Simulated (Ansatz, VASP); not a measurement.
Two plane-wave programs on TiC

The input INCAR:

```
ALGO = Normal ; EDIFF = 1E-7
ENCUT = 520 ; ISIF = 2
ISMEAR = -1 ; LASPH = True
LCHARG = False ; LREAL = False
LWAVE = False ; NBANDS = 15
NELM = 100 ; PREC = Accurate
SIGMA = 0.15
```

File KPOINTS:

```
k-points
0
Gamma
  16 16 16
```

POSCAR

```
TiC
1.0
    0.0000000000      2.1447067219      2.1447067219
    2.1447067219      0.0000000000      2.1447067219
    2.1447067219      2.1447067219      0.0000000000
Ti C
1 1
Direct
    0.0000000000      0.0000000000      0.0000000000
    0.5000000000      0.5000000000      0.5000000000
```

Input for Ansatz:

```yaml
crystal:
  lattice:
    - [0.0, 2.1447067219, 2.1447067219]
    - [2.1447067219, 0.0, 2.1447067219]
    - [2.1447067219, 2.1447067219, 0.0]
  atoms:
    - { symbol: Ti, position: [0.0, 0.0, 0.0] }
    - { symbol: C, position: [0.5, 0.5, 0.5] }
basis:
  ecutwfc: 420
kpoints:
  mp_grid: { grid: [16, 16, 16] }
hamiltonian:
  xc: lda
scf:
  occupations: { method: fermi_dirac, width: 0.15 }
output:
  forces: true
  stress: true
  eigenvalues: true
```

Alike in both runs: task single point; functional LDA; k mesh 16 × 16 × 16; occupations fermi-dirac, width 0.15 eV; no spin polarisation.

```csv
,VASP,Ansatz
version,VASP 6.6.1,Ansatz 0.2.0
potentials or method,"VASP PAW LDA potentials, release 64 (Ti_sv, C), cutoff 520 eV","scalar-relativistic, plane waves, PAW"
valence electrons in the cell,16,16
```

Ansatz gave:

```
gap on the k mesh at the Fermi level (eV) : none
pressure (GPa)                            : -5.4
```

Task: Estimate VASP's values.

Result: gap on the k mesh at the Fermi level (eV): none; pressure (GPa): -4.7.

LDA's correlation is that of Perdew and Zunger in VASP and of Perdew and Wang (1992) in Ansatz. A gap of «none» marks a metal or a gap that the smearing closes.
